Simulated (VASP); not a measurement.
Input of a VASP 6.6.1 run:

File INCAR:

```
PREC     = Accurate       # precision mode
ENCUT    = 520            # plane-wave cutoff, eV
EDIFF    = 1E-6           # SCF threshold, eV
ISMEAR   = -1             # smearing method
SIGMA    = 0.05           # smearing width, eV
LREAL    = F              # projectors in reciprocal space
LASPH    = T              # aspherical terms in the spheres
NELM     = 100            # most SCF steps
ALGO     = Normal         # electronic algorithm
ISIF     = 2              # what is computed and relaxed
LWAVE    = F              # write WAVECAR
LCHARG   = F              # write CHGCAR
GGA      = PS             # functional
NBANDS   = 18             # bands
```

File KPOINTS:

```
Automatic mesh
0
Gamma
  9 9 5
```

File POSCAR:

```
Sc
1.0
    3.0258237328      0.0000000000      0.0000000000
   -1.5129118664      2.6204402199      0.0000000000
    0.0000000000      0.0000000000      4.6910874501
Sc
2
Direct
    0.6666666667      0.3333333333      0.7500000000
    0.3333333333      0.6666666667      0.2500000000
```

Potentials or basis: VASP PAW PBE potentials, release 64 (Sc_sv).

Launch:

```bash
$ cat potpaw_PBE.64/Sc_sv/POTCAR > POTCAR
$ mpirun -np 1 vasp_std > vasp.out
```

What does it give for the pressure?

20.1 GPa.

What does it give for the band gap on the k mesh?

Zero (bands 11 and 12 overlap by 2.25 eV).

Caveat: the cell stands under pressure; the PAW data sets were made with another functional, which shifts forces and pressure a little.
